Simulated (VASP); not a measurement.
# CuGeF3 (Pm-3m) in VASP: a series of runs, part 2 of 2

VASP 6.6.1. Earlier steps stand in the parts before.

## 3. Relaxation of cell and atoms, PBE

This run uses another cell than the first one, of 13.57 Å³/atom.

INCAR reads:

```
SYSTEM = CuGeF3
PREC = Accurate
ENCUT = 600
EDIFF = 1E-6
ISMEAR = 0
SIGMA = 0.1
LREAL = .FALSE.
LASPH = .TRUE.
NELM = 100
ALGO = Normal
ISIF = 3
LWAVE = .FALSE.
LCHARG = .FALSE.
GGA = PE
IBRION = 2
NSW = 100
EDIFFG = -0.01
```

KPOINTS reads:

```
regular mesh
0
G
  10 10 10
  0 0 0
```

POSCAR reads:

```
CuGeF3
1.0
    4.0782506509      0.0000000000      0.0000000000
    0.0000000000      4.0782506509      0.0000000000
    0.0000000000      0.0000000000      4.0782506509
Cu Ge F
1 1 3
Direct
    0.0000000000      0.0000000000      0.0000000000
    0.5000000000      0.5000000000      0.5000000000
    0.5000000000      0.0000000000      0.0000000000
    0.0000000000      0.5000000000      0.0000000000
    0.0000000000      0.0000000000      0.5000000000
```

Potentials or basis: VASP PAW PBE potentials, release 64 (Cu, Ge_d, F).

On the command line:

```sh
$ cat potpaw_PBE.64/Cu/POTCAR potpaw_PBE.64/Ge_d/POTCAR potpaw_PBE.64/F/POTCAR > POTCAR
$ mpirun -np 1 vasp_std > vasp.out
```

OUTCAR:

```text
SYSTEM = CuGeF3
   PREC = Accurate
   ENCUT = 600
   EDIFF = 1E-6
   ISMEAR = 0
   LREAL = .FALSE.
   LASPH = .TRUE.
   NELM = 100
   ISIF = 3
   GGA = PE
   IBRION = 2
   NSW = 100
   EDIFFG = -0.01

 ion  position               nearest neighbor table
   1  0.000  0.000  0.000-   3 2.04   4 2.04   5 2.04   5 2.04   4 2.04   3 2.04
   2  0.500  0.500  0.500-
   3  0.500  0.000  0.000-   1 2.04   1 2.04
   4  0.000  0.500  0.000-   1 2.04   1 2.04
   5  0.000  0.000  0.500-   1 2.04   1 2.04

  LATTYP: Found a simple cubic cell.
 ALAT       =     4.0782506509

  Lattice vectors:

 A1 = (   4.0782506509,   0.0000000000,   0.0000000000)
 A2 = (   0.0000000000,   4.0782506509,   0.0000000000)
 A3 = (   0.0000000000,   0.0000000000,   4.0782506509)

Analysis of symmetry for initial positions (statically):
=====================================================================
 Subroutine PRICEL returns:
 Original cell was already a primitive cell.

 Routine SETGRP: Setting up the symmetry group for a
 simple cubic supercell.

 Subroutine GETGRP returns: Found 48 space group operations
 (whereof 48 operations were pure point group operations)
 out of a pool of 48 trial point group operations.

The static configuration has the point symmetry O_h .

Analysis of symmetry for dynamics (positions and initial velocities):
=====================================================================
 Subroutine PRICEL returns:
 Original cell was already a primitive cell.

 Routine SETGRP: Setting up the symmetry group for a
 simple cubic supercell.

 Subroutine GETGRP returns: Found 48 space group operations
 (whereof 48 operations were pure point group operations)
 out of a pool of 48 trial point group operations.

The dynamic configuration has the point symmetry O_h .

 Subroutine INISYM returns: Found 48 space group operations
 (whereof 48 operations are pure point group operations),
 and found     1 'primitive' translations

----------------------------------------------------------------------------------------

                                     Primitive cell

  volume of cell :      67.8300

  direct lattice vectors                    reciprocal lattice vectors
     4.078250651  0.000000000  0.000000000     0.245203173  0.000000000  0.000000000
     0.000000000  4.078250651  0.000000000     0.000000000  0.245203173  0.000000000
     0.000000000  0.000000000  4.078250651     0.000000000  0.000000000  0.245203173

  length of vectors
     4.078250651  4.078250651  4.078250651     0.245203173  0.245203173  0.245203173

  position of ions in fractional coordinates (direct lattice)
     0.000000000  0.000000000  0.000000000
[... 111 lines left out ...]
   AEXX    =    0.0000 exact exchange contribution
   IVDW    =     0    specifies the selected vdW correction
   LEPSILON=     F    determine dielectric tensor
   LRPA    =     F    only Hartree local field effects (RPA)
 conjugate gradient relaxation of ions
 non-spin polarized calculation
 Gauss-broadening in eV      SIGMA  =   0.10
  energy-cutoff  :      600.00
  volume of cell :       67.83
 maximum number of plane-waves:      2301
 NGX is ok and might be reduce to    36
   NGX = 17   NGY = 17   NGZ = 17

--------------------------------------- Ionic step        1  -------------------------------------------

 number of electron      45.9999959 magnetization

 Free energy of the ion-electron system (eV)
  ---------------------------------------------------
  ext. energy  EPLUGINS =         0.00000000
  ---------------------------------------------------
  free energy    TOTEN  =       -19.54804120 eV

  energy without entropy =      -19.52542149  energy(sigma->0) =      -19.53673135

------------------------ aborting loop because EDIFF is reached ----------------------------------------

  FORCE on cell =-STRESS in cart. coord.  units (eV):
  Direction    XX          YY          ZZ          XY          YZ          ZX
  --------------------------------------------------------------------------------------
  -------------------------------------------------------------------------------------
  Total        0.1307651      0.1307651      0.1307651      0.0000000      0.0000000      0.0000000
  in kB        3.0887350      3.0887350      3.0887350      0.0000000      0.0000000      0.0000000
  external PRESSURE =       3.0887350 kB  Pullay stress =       0.0000000 kB

 VOLUME and BASIS-vectors are now :
 -----------------------------------------------------------------------------
  energy-cutoff  :      600.00
  volume of cell :       67.83
      direct lattice vectors                 reciprocal lattice vectors
     4.078250651  0.000000000  0.000000000     0.245203173  0.000000000  0.000000000
     0.000000000  4.078250651  0.000000000     0.000000000  0.245203173  0.000000000
     0.000000000  0.000000000  4.078250651     0.000000000  0.000000000  0.245203173

 POSITION                                       TOTAL-FORCE (eV/Angst)
 -----------------------------------------------------------------------------------
      0.00000      0.00000      0.00000         0.000000      0.000000      0.000000
      2.03913      2.03913      2.03913         0.000000      0.000000      0.000000
      2.03913      0.00000      0.00000         0.000000      0.000000      0.000000
      0.00000      2.03913      0.00000         0.000000      0.000000      0.000000
      0.00000      0.00000      2.03913         0.000000      0.000000      0.000000
 -----------------------------------------------------------------------------------
    total drift:                                0.000000      0.000000     -0.000000

  FREE ENERGIE OF THE ION-ELECTRON SYSTEM (eV)
  ---------------------------------------------------
  free  energy   TOTEN  =       -19.5480412018 eV

  energy  without entropy=      -19.5254214932  energy(sigma->0) =      -19.53673135

--------------------------------------- Ionic step        2  -------------------------------------------

 number of electron      45.9999962 magnetization

 Free energy of the ion-electron system (eV)
  ---------------------------------------------------
  ext. energy  EPLUGINS =         0.00000000
  ---------------------------------------------------
  free energy    TOTEN  =       -19.54832529 eV

  energy without entropy =      -19.52557032  energy(sigma->0) =      -19.53694781

 E-fermi :   4.0006     XC(G=0): -10.2121

 val. band max:        3.9640774256   @ k =   0.5000   0.2000   0.1000
 cond. band min:       4.0306473858   @ k =   0.4000   0.4000   0.0000
 fundamental gap:      0.0665699603
 Fermi energy:         4.0006126037

 k-point     1 :       0.0000    0.0000    0.0000
  band No.  band energies     occupation
      1     -23.0233      2.00000
      2     -23.0233      2.00000
      3     -23.0174      2.00000
      4     -23.0174      2.00000
      5     -23.0174      2.00000
      6     -20.4073      2.00000
[... 709 lines left out ...]
     26       5.4900      0.00000
     27       9.4394      0.00000

 [... further k-points ...]
[... 5 lines left out ...]
  --------------------------------------------------------------------------------------
  -------------------------------------------------------------------------------------
  Total        0.0107281      0.0107281      0.0107281     -0.0000000      0.0000000      0.0000000
  in kB        0.2524473      0.2524473      0.2524473     -0.0000000      0.0000000      0.0000000
  external PRESSURE =       0.2524473 kB  Pullay stress =       0.0000000 kB

 VOLUME and BASIS-vectors are now :
 -----------------------------------------------------------------------------
  energy-cutoff  :      600.00
  volume of cell :       68.09
      direct lattice vectors                 reciprocal lattice vectors
     4.083396143  0.000000000  0.000000000     0.244894192 -0.000000000  0.000000000
     0.000000000  4.083396143  0.000000000    -0.000000000  0.244894192 -0.000000000
    -0.000000000  0.000000000  4.083396143    -0.000000000  0.000000000  0.244894192

 POSITION                                       TOTAL-FORCE (eV/Angst)
 -----------------------------------------------------------------------------------
      0.00000      0.00000      0.00000        -0.000000     -0.000000      0.000000
      2.04170      2.04170      2.04170         0.000000      0.000000      0.000000
      2.04170      0.00000      0.00000        -0.000000     -0.000000      0.000000
      0.00000      2.04170      0.00000         0.000000     -0.000000      0.000000
     -0.00000      0.00000      2.04170        -0.000000      0.000000      0.000000
 -----------------------------------------------------------------------------------
    total drift:                                0.000000      0.000000     -0.000000

  FREE ENERGIE OF THE ION-ELECTRON SYSTEM (eV)
  ---------------------------------------------------
  free  energy   TOTEN  =       -19.5483252906 eV

  energy  without entropy=      -19.5255703211  energy(sigma->0) =      -19.53694781

 reached required accuracy - stopping structural energy minimisation
```

OSZICAR:

```text
N       E                     dE             d eps       ncg     rms          rms(c)
DAV:   1     0.591136129426E+03    0.59114E+03   -0.25513E+04  3416   0.388E+03
DAV:   2     0.845936141713E+02   -0.50654E+03   -0.48967E+03  3166   0.820E+02
DAV:   3    -0.161240983698E+02   -0.10072E+03   -0.96535E+02  3678   0.257E+02
DAV:   4    -0.228206194739E+02   -0.66965E+01   -0.65979E+01  3823   0.719E+01
[... 18 lines left out ...]
DAV:   5    -0.195488466459E+02    0.18813E-03   -0.56183E-03  4246   0.452E-01    0.259E-01
DAV:   6    -0.195483519767E+02    0.49467E-03   -0.17364E-03  3685   0.258E-01    0.199E-02
DAV:   7    -0.195483275833E+02    0.24393E-04   -0.56322E-05  3900   0.730E-02    0.114E-02
DAV:   8    -0.195483256189E+02    0.19645E-05   -0.75310E-06  3454   0.323E-02    0.426E-03
DAV:   9    -0.195483252906E+02    0.32830E-06   -0.10858E-06  1563   0.927E-03
   2 F= -.19548325E+02 E0= -.19536948E+02  d E =-.284089E-03
```

Run time: 3 min. Hardware: 1 thread of Intel Xeon Platinum 8375C at 2.90GHz (Ice Lake), shared host; peak memory 0.28 GiB.

What came out:

| Quantity | Value |
| --- | --- |
| Free energy | -19.5483 eV |
| Relaxed volume | 13.62 Å³/atom |
| Relaxed cell | a = 4.083 Å, b = 4.083 Å, c = 4.083 Å, α = 90.00°, β = 90.00°, γ = 90.00° |
| Space group after relaxing (to 0.1 Å) | Pm-3m (No. 221) |
| Energy gained by relaxing | 0.1 meV/atom |
| Ionic steps | 2 |
| Pressure after relaxing | 0.0 GPa |
| Band gap on the k mesh | zero (bands 23 and 24 overlap by 0.50 eV) |

The path:
| step | energy change (eV) | largest force (eV/Å) | pressure (GPa) | volume (Å³) |
| --- | --- | --- | --- | --- |
| 1 | 0.0000 | 0.0000 | 0.31 | 67.83 |
| 2 | -0.0003 | 0.0000 | 0.03 | 68.09 |

Final structure:
```cif
data_structure
_symmetry_space_group_name_H-M 'P 1'
_symmetry_Int_Tables_number 1
_cell_length_a 4.0834
_cell_length_b 4.0834
_cell_length_c 4.0834
_cell_angle_alpha 90.000
_cell_angle_beta 90.000
_cell_angle_gamma 90.000
_cell_volume 68.09
loop_
_atom_site_label
_atom_site_type_symbol
_atom_site_fract_x
_atom_site_fract_y
_atom_site_fract_z
_atom_site_occupancy
Cu1 Cu 0.00000 0.00000 0.00000 1
Ge1 Ge 0.50000 0.50000 0.50000 1
F1 F 0.50000 0.00000 0.00000 1
F2 F 0.00000 0.50000 0.00000 1
F3 F 0.00000 0.00000 0.50000 1
```

Levels at points of the mesh, in eV from the Fermi level:
| k point | band 20 | band 21 | band 22 | band 23 | band 24 | band 25 | band 26 | band 27 |
| --- | --- | --- | --- | --- | --- | --- | --- | --- |
| (0.00, 0.00, 0.00) | -1.84 | -1.84 | -1.43 | -1.43 | 1.86 | 1.86 | 1.86 | 3.66 |
| (0.50, 0.00, 0.00) | -1.43 | -1.43 | -1.42 | -1.26 | -0.28 | 1.43 | 1.43 | 6.30 |
| (0.50, 0.50, 0.00) | -1.43 | -1.22 | -1.15 | 0.22 | 0.34 | 0.34 | 0.94 | 6.38 |
| (0.50, 0.50, 0.50) | -1.26 | -1.26 | 0.22 | 0.22 | 1.28 | 1.28 | 1.28 | 6.77 |

With open d or f shells a metallic result of PBE can be an artefact of self-interaction; +U or a hybrid may open a gap.

The gap in the log of VASP goes by the Fermi energy; the results here count the filled bands.